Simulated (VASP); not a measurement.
Wanted: the native input for a VASP 6.6.1 run.

```
Task                   : single point
Functional             : PBE
Potentials or basis    : VASP PAW PBE potentials, release 64 (Hf_pv, O)
Cutoff                 : 520 eV
k mesh                 : 6 × 6 × 8
Occupations            : gaussian, width 0.05 eV
Spin                   : no spin polarisation
Dipole correction      : no
Further INCAR settings : ALGO = Normal; EDIFF = 1e-06; NBANDS = 31
```

The structure of HfO2 lies in POSCAR:

```
HfO2
1.0
    4.9627313517      0.0000000000      0.0000000000
    0.0000000000      4.9627313517      0.0000000000
    0.0000000000      0.0000000000      3.2919623722
Hf O
2 4
Direct
    0.0000000000      0.0000000000     -0.0417864770
    0.5000000000      0.5000000000      0.5417864770
    0.1948161092      0.8051838908      0.4865900157
    0.3051838908      0.3051838908      0.0134099843
    0.6948161092      0.6948161092      0.0134099843
    0.8051838908      0.1948161092      0.4865900157
```

One way to write it, as run:

INCAR

```
PREC = Accurate
ENCUT = 520
EDIFF = 1E-6
ISMEAR = 0
SIGMA = 0.05
LREAL = False
LASPH = True
NELM = 80
ALGO = Normal
ISIF = 2
LWAVE = False
LCHARG = False
GGA = PE
NBANDS = 31
```

KPOINTS

```
Automatic mesh
0
Gamma
  6 6 8
```

Potentials or basis: VASP PAW PBE potentials, release 64 (Hf_pv, O).

The run is started by

```console
$ cat potpaw_PBE.64/Hf_pv/POTCAR potpaw_PBE.64/O/POTCAR > POTCAR
$ mpirun -np 1 vasp_std > vasp.out
```

It gave:

* Pressure: -11.5 GPa
* Largest force: 0.534 eV/Å
* Band gap on the k mesh: 3.76 eV, direct

Caveat: spin-orbit coupling is left out, which moves the levels of the heavy elements.

Wall time 96 s on 1 thread of AMD EPYC 9R45 (Zen 5) (shared host), peak memory 0.21 GiB.
